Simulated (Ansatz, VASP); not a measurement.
## One calculation of CdS, two programs

INCAR

```
SYSTEM = CdS
PREC = Accurate
ENCUT = 520
EDIFF = 1E-6
ISMEAR = -1
SIGMA = 0.05
LREAL = .False.
LASPH = .True.
NELM = 60
ALGO = Normal
ISIF = 2
LWAVE = .False.
LCHARG = .False.
GGA = B5
ALDAX = 1.0
AGGAX = 1.0
AGGAC = 1.0
ALDAC = 0.0
NBANDS = 16
```

File KPOINTS:

```
regular mesh
0
Gamma
  8 8 8
  0 0 0
```

Contents of POSCAR:

```
CdS
1.0
    0.0000000000      2.7532440000      2.7532440000
    2.7532440000      0.0000000000      2.7532440000
    2.7532440000      2.7532440000      0.0000000000
Cd S
1 1
Direct
    0.0000000000      0.0000000000      0.0000000000
    0.5000000000      0.5000000000      0.5000000000
```

File input.yaml:

```yaml
crystal:
  lattice:
    - [0.0, 2.753244, 2.753244]
    - [2.753244, 0.0, 2.753244]
    - [2.753244, 2.753244, 0.0]
  atoms:
    - { symbol: Cd, position: [0.0, 0.0, 0.0] }
    - { symbol: S, position: [0.5, 0.5, 0.5] }
hamiltonian:
  xc: blyp
  pseudopotentials: { kind: paw }
kpoints:
  mp_grid: { grid: [8, 8, 8] }
  band_path:
    path:
      - [[0.0, 0.0, 0.0], [0.5, 0.0, 0.5], [0.5, 0.25, 0.75], [0.375, 0.375, 0.75], [0.0, 0.0, 0.0], [0.5, 0.5, 0.5], [0.625, 0.25, 0.625], [0.5, 0.25, 0.75], [0.5, 0.5, 0.5], [0.375, 0.375, 0.75]]
      - [[0.625, 0.25, 0.625], [0.5, 0.0, 0.5]]
    npoints: 14
scf:
  occupations: { method: fermi_dirac, width: 0.05 }
  n_extra_bands: 6
output:
  forces: true
  stress: true
  eigenvalues: true
  fatbands: false
```

Alike in both runs: functional BLYP; k mesh 8 × 8 × 8; occupations fermi-dirac, width 0.05 eV; no spin polarisation.

```csv
,VASP,Ansatz
version,VASP 6.6.1,Ansatz 0.2.0
potentials or method,"VASP PAW PBE potentials, release 64 (Cd, S)",Ansatz PAW
plane-wave cutoff (eV),520,420
valence electrons in the cell,18,26
task,single point,band structure
```

```csv
,VASP,Ansatz,Ansatz less VASP
gap on the k mesh at the Fermi level (eV),0.18,0.16,-0.018
least direct gap on the mesh (eV),1.53,1.52,-0.008
pressure (GPa),4.5,4.1,-0.44
```

VASP's potentials were made for PBE, not for BLYP. With one functional, cell and mesh, what is left measures potentials, basis and numerics. VASP's potentials hold 18 valence electrons a cell and Ansatz's 26, so a difference there can come from the potentials and not from the codes.
